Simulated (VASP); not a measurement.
# Ca: relaxation of cell and atoms with LDA

Crystal: Ca.

```
Ca
1.0
     0.00000    2.67235    2.67235
     2.67235    0.00000    2.67235
     2.67235    2.67235    0.00000
Ca
1
Direct
  0.00000 0.00000 0.00000
```

| Quantity | Value |
| --- | --- |
| Program | VASP 6.6.1 |
| Task | relaxation of cell and atoms |
| Functional | LDA |
| Potentials or basis | VASP PAW LDA potentials, release 64 (Ca_sv) |
| Cutoff | 500 eV |
| k mesh | 7 × 7 × 7 |
| Occupations | fermi-dirac, width 0.1 eV |
| Spin | no spin polarisation |
| Dipole correction | no |
| Further INCAR settings | ALGO = Normal; EDIFF = 1e-07; IBRION = 2; EDIFFG = -0.02; NSW = 50; ISIF = 3 |

| Item | Value |
| --- | --- |
| Pressure after relaxing | 0.0 GPa |
| Band gap on the k mesh | zero (bands 5 and 6 overlap by 0.02 eV) |

Final structure:
```
Ca
1.0
     0.00000    2.67235    2.67235
     2.67235    0.00000    2.67235
     2.67235    2.67235    0.00000
Ca
1
Direct
  0.00000 0.00000 0.00000
```

Levels at points of the mesh, in eV from the Fermi level:
```tsv
k point	band 2	band 3	band 4	band 5	band 6	band 7	band 8	band 9
(0.00, 0.00, 0.00)	-22.54	-22.54	-22.54	-4.21	2.33	2.33	2.33	3.53
```

Wall time 6.9 s on 1 thread of Intel Xeon 8259CL, with other jobs on the host, peak memory 0.14 GiB.
